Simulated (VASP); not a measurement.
# BaF2 (Fm-3m) in VASP: a series of runs, part 2 of 2

VASP 6.6.1. Earlier steps stand in the parts before.

### Step 3. Relaxation of cell and atoms, r2SCAN

This run uses another cell than the first one, of 19.74 Å³/atom, 0.996 times its volume.

POSCAR

```
BaF2
1.0
    0.0000000000      3.0934928334      3.0934928334
    3.0934928334      0.0000000000      3.0934928334
    3.0934928334      3.0934928334      0.0000000000
Ba F
1 2
Direct
    0.0000000000      0.0000000000      0.0000000000
    0.7500000000      0.7500000000      0.7500000000
    0.2500000000      0.2500000000      0.2500000000
```

INCAR.step1

```
SYSTEM = BaF2
PREC = Accurate
ENCUT = 660
ISMEAR = 0
SIGMA = 0.02
LREAL = .False.
LASPH = .True.
NELM = 120
GGA = PE
ALGO = Normal
EDIFF = 1E-5
LWAVE = .True.
LCHARG = .False.
GGA_COMPAT = .False.
IBRION = 2
ISIF = 3
EDIFFG = -0.005
NELMIN = 4
NSW = 100
```

INCAR.step2

```
SYSTEM = BaF2
PREC = Accurate
ENCUT = 660
EDIFF = 1E-7
ISMEAR = 0
SIGMA = 0.02
LREAL = .False.
LASPH = .True.
NELM = 120
ALGO = Normal
ISIF = 3
LWAVE = .False.
LCHARG = .False.
METAGGA = R2SCAN
LMIXTAU = .True.
IBRION = 2
NSW = 80
EDIFFG = -0.01
ISTART = 1
GGA_COMPAT = .False.
NELMIN = 4
```

KPOINTS

```
regular mesh
0
Gamma
  6 6 6
  0 0 0
```

Potentials or basis: VASP PAW PBE potentials, release 64 (Ba_sv, F).

On the command line:

```bash
$ cat potpaw_PBE.64/Ba_sv/POTCAR potpaw_PBE.64/F/POTCAR > POTCAR
$ cp INCAR.step1 INCAR
$ mpirun -np 1 vasp_std > vasp.out
$ cp INCAR.step2 INCAR
$ mpirun -np 1 vasp_std > vasp.out
```

OUTCAR:

```text
SYSTEM = BaF2
   PREC = Accurate
   ENCUT = 660
   EDIFF = 1E-7
   ISMEAR = 0
   LREAL = .False.
   LASPH = .True.
   NELM = 120
   ISIF = 3
   METAGGA = R2SCAN
   IBRION = 2
   NSW = 80
   EDIFFG = -0.01
   ISTART = 1
   NELMIN = 4

 ion  position               nearest neighbor table
   1  0.000  0.000  0.000-   2 2.68   3 2.68   2 2.68   2 2.68   2 2.68   3 2.68   3 2.68   3 2.68

   2  0.750  0.750  0.750-   1 2.68   1 2.68   1 2.68   1 2.68
   3  0.250  0.250  0.250-   1 2.68   1 2.68   1 2.68   1 2.68

  LATTYP: Found a face centered cubic cell.
 ALAT       =     6.1869856668

  Lattice vectors:

 A1 = (   0.0000000000,   3.0934928334,   3.0934928334)
 A2 = (   3.0934928334,   0.0000000000,   3.0934928334)
 A3 = (   3.0934928334,   3.0934928334,   0.0000000000)

Analysis of symmetry for initial positions (statically):
=====================================================================
 Subroutine PRICEL returns:
 Original cell was already a primitive cell.

 Routine SETGRP: Setting up the symmetry group for a
 face centered cubic supercell.

 Subroutine GETGRP returns: Found 48 space group operations
 (whereof 48 operations were pure point group operations)
 out of a pool of 48 trial point group operations.

The static configuration has the point symmetry O_h .

Analysis of symmetry for dynamics (positions and initial velocities):
=====================================================================
 Subroutine PRICEL returns:
 Original cell was already a primitive cell.

 Routine SETGRP: Setting up the symmetry group for a
 face centered cubic supercell.

 Subroutine GETGRP returns: Found 48 space group operations
 (whereof 48 operations were pure point group operations)
 out of a pool of 48 trial point group operations.

The dynamic configuration has the point symmetry O_h .
[... 97 lines left out ...]
   NFREE  =      1    steps in history (QN), initial steepest desc. (CG)
   ISIF   =      3    stress and relaxation
   ISYM   =      2    0-nonsym 1-usesym 2-fastsym
   POTIM  = 0.5000    time-step for ionic-motion
   TEBEG  =    0.0;   TEEND  =   0.0 temperature during run
   PSTRESS=    0.0 pullay stress
   NELECT =      24.0000    total number of electrons
   NUPDOWN=      -1.0000    fix difference up-down
   EMIN   =  10.00;   EMAX   =-10.00  energy-range for DOS
   EFERMI =   0.00;   METHOD = LEGACY
   ISMEAR =     0;   SIGMA  =   0.02  broadening in eV -4-tet -1-fermi 0-gaus
   EFERMI_NEDOS =   21; number of points for ismear=-14 and -15
   IALGO  =     38    algorithm
   IMIX   =      4    mixing-type and parameters
     AMIX     =   0.40;   BMIX     =  1.00
     AMIX_MAG =   1.60;   BMIX_MAG =  1.00
  volume/ion in A,a.u.               =      19.74       133.18
  Fermi-wavevector in a.u.,A,eV,Ry     =   1.211582  2.289558 19.972412  1.467931
  Thomas-Fermi vector in A             =   2.347093
   LORBIT       =      0    0 simple, 1 ext, 2 COOP (PROOUT), +10 PAW based schemes
   METAGGA = R2SCAN    functional components
   LHFCALC =     F    Hartree Fock is set to
   AEXX    =    0.0000 exact exchange contribution
   IVDW    =     0    specifies the selected vdW correction
   LEPSILON=     F    determine dielectric tensor
   LRPA    =     F    only Hartree local field effects (RPA)
 conjugate gradient relaxation of ions
 non-spin polarized calculation
 Gauss-broadening in eV      SIGMA  =   0.02
  energy-cutoff  :      660.00
  volume of cell :       59.21
 maximum number of plane-waves:      2301
 NGX is ok and might be reduce to    40
   NGX = 19   NGY = 19   NGZ = 19

--------------------------------------- Ionic step        1  -------------------------------------------

 number of electron      24.0000002 magnetization

 Free energy of the ion-electron system (eV)
  ---------------------------------------------------
  ext. energy  EPLUGINS =         0.00000000
  ---------------------------------------------------
  free energy    TOTEN  =       -45.06554725 eV

  energy without entropy =      -45.06554725  energy(sigma->0) =      -45.06554725

------------------------ aborting loop because EDIFF is reached ----------------------------------------

  FORCE on cell =-STRESS in cart. coord.  units (eV):
  Direction    XX          YY          ZZ          XY          YZ          ZX
  --------------------------------------------------------------------------------------
  -------------------------------------------------------------------------------------
  Total        0.4204941      0.4204941      0.4204941      0.0000000      0.0000000     -0.0000000
  in kB       11.3787135     11.3787135     11.3787135      0.0000000      0.0000000     -0.0000000
  external PRESSURE =      11.3787135 kB  Pullay stress =       0.0000000 kB
[... 61 lines left out ...]
--------------------------------------- Ionic step        3  -------------------------------------------

 number of electron      23.9999999 magnetization

 Free energy of the ion-electron system (eV)
  ---------------------------------------------------
  ext. energy  EPLUGINS =         0.00000000
  ---------------------------------------------------
  free energy    TOTEN  =       -45.06924477 eV

  energy without entropy =      -45.06924477  energy(sigma->0) =      -45.06924477

 E-fermi :  -2.4725     XC(G=0):  -9.1848

 val. band max:       -2.6511522895   @ k =  -0.1667   0.1667   0.0000
 cond. band min:       4.6463453229   @ k =   0.0000   0.0000   0.0000
 fundamental gap:      7.2974976124
 Fermi energy:        -2.4724815131

 k-point     1 :       0.0000    0.0000    0.0000
  band No.  band energies     occupation
      1     -26.3052      2.00000
      2     -22.7074      2.00000
      3     -22.5941      2.00000
      4     -10.6731      2.00000
      5     -10.6731      2.00000
      6     -10.6731      2.00000
[... 323 lines left out ...]
  FREE ENERGIE OF THE ION-ELECTRON SYSTEM (eV)
  ---------------------------------------------------
  free  energy   TOTEN  =       -45.0692447667 eV

  energy  without entropy=      -45.0692447667  energy(sigma->0) =      -45.06924477

 reached required accuracy - stopping structural energy minimisation
```

OUTCAR.step1:

```text
SYSTEM = BaF2
   PREC = Accurate
   ENCUT = 660
   ISMEAR = 0
   LREAL = .False.
   LASPH = .True.
   NELM = 120
   GGA = PE
   EDIFF = 1E-5
   IBRION = 2
   ISIF = 3
   EDIFFG = -0.005
   NELMIN = 4
   NSW = 100

[... 271 lines left out ...]
 cond. band min:       4.3862604082   @ k =   0.0000   0.0000   0.0000
 fundamental gap:      6.6131265406
 Fermi energy:        -2.0846999181

 k-point     1 :       0.0000    0.0000    0.0000
  band No.  band energies     occupation
      1     -25.4196      2.00000
      2     -21.0946      2.00000
      3     -21.0893      2.00000
      4     -10.3058      2.00000
      5     -10.3058      2.00000
      6     -10.3058      2.00000
[... 323 lines left out ...]
  FREE ENERGIE OF THE ION-ELECTRON SYSTEM (eV)
  ---------------------------------------------------
  free  energy   TOTEN  =       -17.1300753571 eV

  energy  without entropy=      -17.1300753571  energy(sigma->0) =      -17.13007536

 reached required accuracy - stopping structural energy minimisation
```

Wall time 4.8 min (1 thread of Intel Xeon Platinum 8488C (Sapphire Rapids), shared host); peak memory 0.27 GiB.

What came out:

| Quantity | Value |
| --- | --- |
| Free energy | -45.0692 eV |
| Relaxed volume | 20.09 Å³/atom |
| Relaxed cell | a = 4.401 Å, b = 4.401 Å, c = 4.401 Å, α = 60.00°, β = 60.00°, γ = 60.00° |
| Space group after relaxing (to 0.05 Å) | Fm-3m (No. 225) |
| Energy gained by relaxing | 1.2 meV/atom |
| Ionic steps | 3 |
| Pressure after relaxing | 0.0 GPa |
| Band gap on the k mesh | 7.30 eV, indirect (least direct gap 7.36 eV) |

The path:
| step | energy change (eV) | largest force (eV/Å) | pressure (GPa) | volume (Å³) |
| --- | --- | --- | --- | --- |
| 1 | 0.0000 | 0.0000 | 1.14 | 59.21 |
| 2 | -0.0036 | 0.0000 | -0.15 | 60.42 |
| 3 | -0.0037 | 0.0000 | 0.00 | 60.27 |

Final structure:
```yaml
crystal:
  lattice:
    - [0.00000, 3.11185, 3.11185]
    - [3.11185, 0.00000, 3.11185]
    - [3.11185, 3.11185, 0.00000]
  atoms:
    - { symbol: Ba, position: [0.00000, 0.00000, 0.00000] }
    - { symbol: F, position: [0.75000, 0.75000, 0.75000] }
    - { symbol: F, position: [0.25000, 0.25000, 0.25000] }
```

Caveat: the PAW data sets were made with another functional, which shifts forces and pressure a little; spin-orbit coupling is left out, which moves the levels of the heavy elements.
